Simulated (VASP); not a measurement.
**GaN: single point with PBEsol**

The system is GaN.

```
Ga N
1.0
     2.96720    0.00000    0.00000
    -1.48360    2.56967    0.00000
     0.00000    0.00000    5.03293
Ga N
2 2
Direct
  0.00000 0.00000 0.00000
  0.00000 0.00000 0.50000
  0.33333 0.66667 0.25000
  0.66667 0.33333 0.75000
```

```json
{"Program": "VASP 6.6.1", "Task": "single point", "Functional": "PBEsol", "Potentials or basis": "VASP PAW PBE potentials, release 64 (Ga_d, N)", "Cutoff": "520 eV", "k mesh": "6 × 6 × 4", "Occupations": "gaussian, width 0.01 eV", "Spin": "no spin polarisation", "Dipole correction": "no", "Further INCAR settings": "ALGO = Normal; EDIFF = 1e-06; NBANDS = 26"}
```

```yaml
Pressure: 1.0 GPa
Band_gap_on_the_k_mesh: 1.22 eV, indirect (least direct gap 1.77 eV)
```

Stress tensor (GPa, compression positive):
```
0.79 0.00 0.00
0.00 0.79 0.00
0.00 0.00 1.28
```

Levels at points of the mesh, in eV from the valence-band top:
```csv
k point,band 14,band 15,band 16,band 17,band 18,band 19,band 20,band 21,band 22,band 23
"(0.00, 0.00, 0.00)",-0.94,-0.57,-0.57,-0.11,-0.11,1.65,4.51,9.22,10.32,10.32
"(0.50, 0.00, 0.00)",-6.23,-5.10,-2.92,-2.88,-0.25,3.60,4.90,5.11,8.80,9.26
"(0.00, 0.00, 0.50)",-5.23,-0.31,-0.31,-0.31,-0.31,4.32,4.32,9.17,9.17,10.94
"(0.50, 0.00, 0.50)",-7.90,-2.24,-2.24,-1.76,-1.76,2.93,2.93,7.90,7.90,10.13
```

It took 29 s on 1 thread of Intel Xeon 8259CL, with other jobs on the host, peak memory 0.17 GiB.

Caveat: the PAW data sets were made with another functional, which shifts forces and pressure a little. A k mesh can miss the band edges.
